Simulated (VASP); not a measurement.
# Y3N2 (P6/mmm) in VASP: a series of runs

Runs on Y3N2. Level: PBE. Tasks: single point.

Program: VASP 6.6.1. These are calculated values, not measurements. Logs are shortened: lines on timing, memory, paths and dates and some standing lists are left out, and cuts for length are marked.

### Step 1. The cell of the first run

The structure is hexagonal, space group P6/mmm (No. 191). The conventional cell has a = 3.465 Å, b = 3.465 Å, c = 8.605 Å, α = 90.00°, β = 90.00°, γ = 120.00°. Y (site symmetry 6mm) has 1 N at 1.61 Å within 2.1 Å. Within 2.9 Å of Y (site symmetry 6/mmm) lie 2 Y at 2.16 Å. Within 1.4 Å of N (site symmetry 6mm) lie 1 N at 1.07 Å.

### Step 2. Single point, PBE

Contents of INCAR:

```
PREC     = Accurate       # precision mode
ENCUT    = 520            # plane-wave cutoff, eV
EDIFF    = 1E-7           # SCF threshold, eV
ISMEAR   = 0              # smearing method
SIGMA    = 0.1            # smearing width, eV
LREAL    = False          # projectors in reciprocal space
LASPH    = True           # aspherical terms in the spheres
NELM     = 100            # most SCF steps
ALGO     = Normal         # electronic algorithm
ISIF     = 2              # what is computed and relaxed
LWAVE    = False          # write WAVECAR
LCHARG   = False          # write CHGCAR
GGA      = PE             # functional
NBANDS   = 30             # bands
```

Contents of KPOINTS:

```
regular mesh
0
Gamma
  6 6 2
```

Contents of POSCAR:

```
Y3N2
1.0
    3.4654910000      0.0000000000      0.0000000000
   -1.7327455000      3.0012032400      0.0000000000
    0.0000000000      0.0000000000      8.6045705900
Y N
3 2
Direct
    0.0000000000      0.0000000000      0.2494473200
    0.0000000000      0.0000000000      0.7505526800
    0.0000000000      0.0000000000      0.5000000000
    0.0000000000      0.0000000000      0.0620876700
    0.0000000000      0.0000000000      0.9379123300
```

Potentials or basis: VASP PAW PBE potentials, release 64 (Y_sv, N).

Launch:

```
$ cat potpaw_PBE.64/Y_sv/POTCAR potpaw_PBE.64/N/POTCAR > POTCAR
$ mpirun -np 1 vasp_std > vasp.out
```

OUTCAR:

```text
PREC = Accurate
   ENCUT = 520
   EDIFF = 1E-7
   ISMEAR = 0
   LREAL = False
   LASPH = True
   NELM = 100
   ISIF = 2
   GGA = PE

 ion  position               nearest neighbor table
   1  0.000  0.000  0.249-   4 1.61   3 2.16   5 2.68   3 4.08   3 4.08   3 4.08   3 4.08   3 4.08
                             3 4.08   2 4.29   2 4.31
   2  0.000  0.000  0.751-   5 1.61   3 2.16   4 2.68   3 4.08   3 4.08   3 4.08   3 4.08   3 4.08
                             3 4.08   1 4.29   1 4.31
   3  0.000  0.000  0.500-   1 2.16   2 2.16   1 4.08   2 4.08   1 4.08   2 4.08   1 4.08   2 4.08
                             1 4.08   2 4.08   1 4.08   2 4.08   1 4.08   2 4.08
   4  0.000  0.000  0.062-   5 1.07   1 1.61   2 2.68
   5  0.000  0.000  0.938-   4 1.07   2 1.61   1 2.68

 -----------------------------------------------------------------------------
|                                                                             |
|           W    W    AA    RRRRR   N    N  II  N    N   GGGG   !!!           |
|           W    W   A  A   R    R  NN   N  II  NN   N  G    G  !!!           |
|           W    W  A    A  R    R  N N  N  II  N N  N  G       !!!           |
|           W WW W  AAAAAA  RRRRR   N  N N  II  N  N N  G  GGG   !            |
|           WW  WW  A    A  R   R   N   NN  II  N   NN  G    G                |
|           W    W  A    A  R    R  N    N  II  N    N   GGGG   !!!           |
|                                                                             |
|     The distance between some ions is very small. Please check the          |
|     nearest-neighbor list in the OUTCAR file.                               |
|     I HOPE YOU KNOW WHAT YOU ARE DOING!                                     |
|                                                                             |
 -----------------------------------------------------------------------------

  LATTYP: Found a hexagonal cell.
 ALAT       =     3.4654910000
 C/A-ratio  =     2.4829297176

  Lattice vectors:

 A1 = (   3.4654910000,   0.0000000000,   0.0000000000)
 A2 = (  -1.7327455000,   3.0012032400,   0.0000000000)
 A3 = (   0.0000000000,   0.0000000000,   8.6045705900)

Analysis of symmetry for initial positions (statically):
=====================================================================
 Subroutine PRICEL returns:
 Original cell was already a primitive cell.

 Routine SETGRP: Setting up the symmetry group for a
 hexagonal supercell.

 Subroutine GETGRP returns: Found 24 space group operations
 (whereof 24 operations were pure point group operations)
 out of a pool of 24 trial point group operations.

The static configuration has the point symmetry D_6h.

Analysis of symmetry for dynamics (positions and initial velocities):
=====================================================================
 Subroutine PRICEL returns:
 Original cell was already a primitive cell.

 Routine SETGRP: Setting up the symmetry group for a
 hexagonal supercell.

 Subroutine GETGRP returns: Found 24 space group operations
 (whereof 24 operations were pure point group operations)
 out of a pool of 24 trial point group operations.

The dynamic configuration has the point symmetry D_6h.

 Subroutine INISYM returns: Found 24 space group operations
 (whereof 24 operations are pure point group operations),
 and found     1 'primitive' translations

----------------------------------------------------------------------------------------

                                     Primitive cell

  volume of cell :      89.4931

  direct lattice vectors                    reciprocal lattice vectors
     3.465491000  0.000000000  0.000000000     0.288559399  0.166599847  0.000000000
    -1.732745500  3.001203240  0.000000000     0.000000000  0.333199694  0.000000000
     0.000000000  0.000000000  8.604570590     0.000000000  0.000000000  0.116217304

  length of vectors
     3.465491000  3.465490998  8.604570590     0.333199693  0.333199694  0.116217304

  position of ions in fractional coordinates (direct lattice)
     0.000000000  0.000000000  0.249447320
     0.000000000  0.000000000  0.750552680
     0.000000000  0.000000000  0.500000000
     0.000000000  0.000000000  0.062087670
     0.000000000  0.000000000  0.937912330

  ion indices of the primitive-cell ions
   primitive index   ion index
                 1           1
                 2           2
                 3           3
                 4           4
                 5           5

----------------------------------------------------------------------------------------

 KPOINTS: regular mesh

Automatic generation of k-mesh.
 Grid dimensions read from file:
 generate k-points for:    6    6    2

 Generating k-lattice:

  Cartesian coordinates                     Fractional coordinates (reciprocal lattice)
     0.048093233  0.027766641  0.000000000     0.166666667  0.000000000  0.000000000
     0.000000000  0.055533282  0.000000000     0.000000000  0.166666667  0.000000000
     0.000000000  0.000000000  0.058108652     0.000000000  0.000000000  0.500000000

  Length of vectors
     0.055533282  0.055533282  0.058108652

  Shift w.r.t. Gamma in fractional coordinates (k-lattice)
     0.000000000  0.000000000  0.000000000

 Subroutine IBZKPT returns following result:
 ===========================================

 Found     14 irreducible k-points:

 Following reciprocal coordinates:
            Coordinates               Weight
  0.000000  0.000000  0.000000      1.000000
  0.166667 -0.000000  0.000000      6.000000
  0.333333  0.000000  0.000000      6.000000
  0.500000 -0.000000  0.000000      3.000000
  0.166667  0.166667  0.000000      6.000000
  0.333333  0.166667  0.000000     12.000000
  0.333333  0.333333  0.000000      2.000000
  0.000000  0.000000  0.500000      1.000000
  0.166667 -0.000000  0.500000      6.000000
  0.333333  0.000000  0.500000      6.000000
  0.500000 -0.000000  0.500000      3.000000
  0.166667  0.166667  0.500000      6.000000
  0.333333  0.166667  0.500000     12.000000
  0.333333  0.333333  0.500000      2.000000
   k-points           NKPTS =     14   k-points in BZ     NKDIM =     14   number of bands    NBANDS=     30
   number of dos      NEDOS =    301   number of ions     NIONS =      5
   total plane-waves  NPLWV =  50176
   dimension x,y,z NGX =    28 NGY =   28 NGZ =   64
   dimension x,y,z NGXF=    56 NGYF=   56 NGZF=  128
   ions per type =               3   2
   NGX,Y,Z   is equivalent  to a cutoff of  13.43, 13.43, 12.37 a.u.
   NGXF,Y,Z  is equivalent  to a cutoff of  26.86, 26.86, 24.73 a.u.
 SYSTEM =  unknown system
   PREC   = accura    normal or accurate (medium, high low for compatibility)
   ISTART =      0    job   : 0-new  1-cont  2-samecut
   ICHARG =      2    charge: 1-file 2-atom 10-const
   ISPIN  =      1    spin polarized calculation?
   LNONCOLLINEAR =      F non collinear calculations
   LSORBIT =      F    spin-orbit coupling
   LASPH  =      T    aspherical Exc in radial PAW
   ENCUT  =  520.0 eV  38.22 Ry    6.18 a.u.   6.44  6.44 16.00*2*pi/ulx,y,z
   NELM   =    100;   NELMIN=  2; NELMDL= -5     # of ELM steps
   EDIFF  = 0.1E-06   stopping-criterion for ELM
   LREAL  =      F    real-space projection
   EDIFFG = 0.1E-05   stopping-criterion for IOM
   NSW    =      0    number of steps for IOM
   IBRION =     -1    ionic relax: 0-MD 1-quasi-New 2-CG
   NFREE  =      0    steps in history (QN), initial steepest desc. (CG)
   ISIF   =      2    stress and relaxation
   ISYM   =      2    0-nonsym 1-usesym 2-fastsym
   POTIM  = 0.5000    time-step for ionic-motion
   TEBEG  =    0.0;   TEEND  =   0.0 temperature during run
   PSTRESS=    0.0 pullay stress
   NELECT =      43.0000    total number of electrons
   NUPDOWN=      -1.0000    fix difference up-down
   EMIN   =  10.00;   EMAX   =-10.00  energy-range for DOS
   EFERMI =   0.00;   METHOD = LEGACY
   ISMEAR =     0;   SIGMA  =   0.10  broadening in eV -4-tet -1-fermi 0-gaus
   EFERMI_NEDOS =   21; number of points for ismear=-14 and -15
   IALGO  =     38    algorithm
   IMIX   =      4    mixing-type and parameters
     AMIX     =   0.40;   BMIX     =  1.00
     AMIX_MAG =   1.60;   BMIX_MAG =  1.00
  volume/ion in A,a.u.               =      17.90       120.79
  Fermi-wavevector in a.u.,A,eV,Ry     =   1.282236  2.423074 22.369724  1.644128
  Thomas-Fermi vector in A             =   2.414559
   LORBIT       =      0    0 simple, 1 ext, 2 COOP (PROOUT), +10 PAW based schemes
   GGA     = PE    functional components
   LHFCALC =     F    Hartree Fock is set to
   AEXX    =    0.0000 exact exchange contribution
   IVDW    =     0    specifies the selected vdW correction
   LEPSILON=     F    determine dielectric tensor
   LRPA    =     F    only Hartree local field effects (RPA)
 non-spin polarized calculation
 Gauss-broadening in eV      SIGMA  =   0.10
  energy-cutoff  :      520.00
  volume of cell :       89.49
 maximum number of plane-waves:      2455
 NGX is ok and might be reduce to    28
   NGX = 13   NGY = 13   NGZ = 31

 number of electron      42.9999999 magnetization

 Free energy of the ion-electron system (eV)
  ---------------------------------------------------
  ext. energy  EPLUGINS =         0.00000000
  ---------------------------------------------------
  free energy    TOTEN  =       -19.83507188 eV

  energy without entropy =      -19.80467918  energy(sigma->0) =      -19.81987553

 E-fermi :   4.0978     XC(G=0): -10.2349

 val. band max:        4.0863380045   @ k =   0.3333   0.1667   0.0000
 cond. band min:       4.1019228348   @ k =   0.3333   0.0000   0.0000
 fundamental gap:      0.0155848303
 Fermi energy:         4.0978444134

 k-point     1 :       0.0000    0.0000    0.0000
  band No.  band energies     occupation
      1     -38.8677      2.00000
      2     -37.4255      2.00000
      3     -36.6736      2.00000
      4     -22.5082      2.00000
      5     -21.3036      2.00000
      6     -18.0842      2.00000
[... 22 lines left out ...]
     29       8.3823      0.00000
     30       8.3825      0.00000

 k-point     2 :       0.1667   -0.0000    0.0000
  band No.  band energies     occupation
      1     -38.8498      2.00000
      2     -37.4083      2.00000
      3     -36.6579      2.00000
      4     -22.4873      2.00000
      5     -21.2753      2.00000
      6     -18.2666      2.00000
[... 22 lines left out ...]
     29       7.8962      0.00000
     30       8.8648      0.00000

 k-point     3 :       0.3333    0.0000    0.0000
  band No.  band energies     occupation
      1     -38.8139      2.00000
      2     -37.3736      2.00000
      3     -36.6263      2.00000
      4     -22.4450      2.00000
      5     -21.2180      2.00000
      6     -18.6103      2.00000
[... 22 lines left out ...]
     29       9.3929      0.00000
     30       9.5371      0.00000

 k-point     4 :       0.5000   -0.0000    0.0000
  band No.  band energies     occupation
      1     -38.7958      2.00000
      2     -37.3561      2.00000
      3     -36.6104      2.00000
      4     -22.4237      2.00000
      5     -21.1890      2.00000
      6     -18.7741      2.00000
[... 286 lines left out ...]
     29       8.9304      0.00000
     30       9.5271      0.00000

 k-point    13 :       0.3333    0.1667    0.5000
  band No.  band energies     occupation
      1     -38.7946      2.00000
      2     -37.3627      2.00000
      3     -36.6042      2.00000
      4     -22.7350      2.00000
      5     -19.7728      2.00000
      6     -19.6279      2.00000
[... 22 lines left out ...]
     29       9.5886      0.00000
     30      10.9492      0.00000

 k-point    14 :       0.3333    0.3333    0.5000
  band No.  band energies     occupation
      1     -38.7855      2.00000
      2     -37.3540      2.00000
      3     -36.5963      2.00000
      4     -22.7226      2.00000
      5     -19.7632      2.00000
      6     -19.6161      2.00000
[... 22 lines left out ...]
     29      10.5433      0.00000
     30      11.0810      0.00000

------------------------ aborting loop because EDIFF is reached ----------------------------------------

  FORCE on cell =-STRESS in cart. coord.  units (eV):
  Direction    XX          YY          ZZ          XY          YZ          ZX
  --------------------------------------------------------------------------------------
  -------------------------------------------------------------------------------------
  Total        2.0395156      2.0395156    145.9172557      0.0000000      0.0000000      0.0000000
  in kB       36.5130601     36.5130600   2612.3288802      0.0000000      0.0000000      0.0000000
  external PRESSURE =     895.1183334 kB  Pullay stress =       0.0000000 kB

 VOLUME and BASIS-vectors are now :
 -----------------------------------------------------------------------------
  energy-cutoff  :      520.00
  volume of cell :       89.49
      direct lattice vectors                 reciprocal lattice vectors
     3.465491000  0.000000000  0.000000000     0.288559399  0.166599847  0.000000000
    -1.732745500  3.001203240  0.000000000     0.000000000  0.333199694  0.000000000
     0.000000000  0.000000000  8.604570590     0.000000000  0.000000000  0.116217304

 POSITION                                       TOTAL-FORCE (eV/Angst)
 -----------------------------------------------------------------------------------
      0.00000      0.00000      2.14639        -0.000000     -0.000000     10.382630
      0.00000      0.00000      6.45818         0.000000     -0.000000    -10.382630
      0.00000      0.00000      4.30229        -0.000000     -0.000000      0.000000
      0.00000      0.00000      0.53424         0.000000      0.000000      5.318185
      0.00000      0.00000      8.07033        -0.000000     -0.000000     -5.318185
 -----------------------------------------------------------------------------------
    total drift:                               -0.000000      0.000000      0.000000

  FREE ENERGIE OF THE ION-ELECTRON SYSTEM (eV)
  ---------------------------------------------------
  free  energy   TOTEN  =       -19.8350718838 eV

  energy  without entropy=      -19.8046791801  energy(sigma->0) =      -19.81987553
```

It took 43 s on 1 thread of Intel Xeon 6975P-C (Granite Rapids), shared host; peak memory 0.24 GiB.

What came out:

* Free energy: -19.8351 eV
* Pressure: 89.5 GPa
* Largest force: 10.383 eV/Å

Forces on the atoms (eV/Å):
```
Y     0.000   0.000  10.383
Y     0.000   0.000 -10.383
Y     0.000   0.000   0.000
N     0.000   0.000   5.318
N     0.000   0.000  -5.318
```

Caveat: the k points lie up to 0.37 Å⁻¹ apart; the standard files for N, O and F lose accuracy on very short bonds; forces of over 1 eV/Å act on the atoms, so gaps and moduli don't describe the material at rest.

### Step 3. Single point, PBE

This run uses another cell than the first one, of 25.62 Å³/atom, 1.432 times its volume.

Contents of INCAR:

```
SYSTEM = Y3N2
ALGO = Normal
EDIFF = 1E-7
ENCUT = 520
GGA = PE
ISIF = 2
ISMEAR = 0
LASPH = .True.
LCHARG = .True.
LELF = .True.
LREAL = .False.
LVHAR = .True.
LWAVE = .False.
NBANDS = 30
NELM = 100
PREC = Accurate
SIGMA = 0.1
```

Contents of KPOINTS:

```
k-points
0
Gamma
  6 6 2
  0 0 0
```

Contents of POSCAR:

```
Y3N2
1.0
    3.4285502932      0.0000000000      0.0000000000
   -1.7142751466      2.9692116520      0.0000000000
    0.0000000000      0.0000000000     12.5847333441
Y N
3 2
Direct
    0.0000000000      0.0000000000      0.2268347405
    0.0000000000      0.0000000000      0.7731652595
    0.0000000000      0.0000000000      0.5000000000
    0.0000000000      0.0000000000      0.0458417570
    0.0000000000      0.0000000000      0.9541582430
```

Potentials or basis: VASP PAW PBE potentials, release 64 (Y_sv, N).

Launch:

```
$ cat potpaw_PBE.64/Y_sv/POTCAR potpaw_PBE.64/N/POTCAR > POTCAR
$ mpirun -np 1 vasp_std > vasp.out
```

Wall time 56 s (1 thread of Intel Xeon 6975P-C (Granite Rapids), shared host); peak memory 0.27 GiB.

Results (log left out):

```
Free energy   : -35.3625 eV
Pressure      : 0.3 GPa
Largest force : 0.801 eV/Å
```

Forces on the atoms (eV/Å):
```
Y    0.000  0.000 -0.018
Y    0.000  0.000  0.018
Y    0.000  0.000  0.000
N    0.000  0.000  0.801
N    0.000  0.000 -0.801
```

Stress tensor (GPa, compression positive):
```
-0.17  0.00  0.00
 0.00 -0.17  0.00
 0.00  0.00  1.21
```

Levels at points of the mesh, in eV from the Fermi level:
```csv
k point,band 18,band 19,band 20,band 21,band 22,band 23,band 24,band 25,band 26,band 27
"(0.00, 0.00, 0.00)",-3.95,-2.99,-2.27,-0.20,-0.06,1.60,1.60,1.95,1.95,2.24
"(0.50, 0.00, 0.00)",-1.45,-1.41,-0.92,-0.65,-0.44,-0.08,0.98,1.12,2.11,2.69
"(0.00, 0.00, 0.50)",-4.00,-2.93,-2.27,-0.20,-0.09,1.61,1.61,1.95,1.95,2.23
"(0.50, 0.00, 0.50)",-1.46,-1.17,-1.03,-0.93,-0.64,0.46,0.90,1.14,1.76,2.78
```

Caveat: the standard files for N, O and F lose accuracy on very short bonds.
